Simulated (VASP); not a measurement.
Wanted: the native input for a VASP 6.6.1 run.

* Task: single point
* Functional: PBE
* Potentials or basis: VASP PAW PBE potentials, release 64 (Pb_d, Te)
* Cutoff: 520 eV
* k mesh: 6 × 6 × 1
* Occupations: fermi-dirac, width 0.02 eV
* Spin: no spin polarisation
* Dipole correction: yes
* Further INCAR settings: ALGO = Normal; EDIFF = 1e-06; NBANDS = 50

The structure of TePb (TePb (100), 4 layers) lies in POSCAR:

```
TePb
1.0
    4.6436706446      0.0000000000      0.0000000000
    0.0000000000      4.6436706446      0.0000000000
    0.0000000000      0.0000000000     18.9828000000
Pb Te
4 4
Direct
    0.0000000000      0.0000000000      0.2515953297
    0.5000000000      0.5000000000      0.4006953116
    0.0000000000      0.0000000000      0.5993030038
    0.5000000000      0.5000000000      0.7484018874
    0.5000000000      0.5000000000      0.2370579925
    0.0000000000      0.0000000000      0.4132869904
    0.5000000000      0.5000000000      0.5867071640
    0.0000000000      0.0000000000      0.7629420075
```

The input as run:

INCAR

```
PREC = Accurate
ENCUT = 520
EDIFF = 1E-6
ISMEAR = -1
SIGMA = 0.02
LREAL = False
LASPH = True
NELM = 60
ALGO = Normal
ISIF = 2
LWAVE = False
LCHARG = False
LDIPOL = True
IDIPOL = 3
DIPOL = 0.5 0.5 0.500
GGA = PE
NBANDS = 50
```

KPOINTS

```
Automatic mesh
0
Gamma
  6 6 1
```

Potentials or basis: VASP PAW PBE potentials, release 64 (Pb_d, Te).

Run with:

```sh
$ cat potpaw_PBE.64/Pb_d/POTCAR potpaw_PBE.64/Te/POTCAR > POTCAR
$ mpirun -np 1 vasp_std > vasp.out
```

Results of the run:

The largest force is 0.007 eV/Å and the band gap on the k mesh is 1.33 eV, direct.

Caveat: spin-orbit coupling is left out, which moves the levels of the heavy elements.

It took 110 s on 1 thread of Intel(R) Xeon(R) 6975P-C (Granite Rapids), with other jobs on the host, peak memory 0.51 GiB.
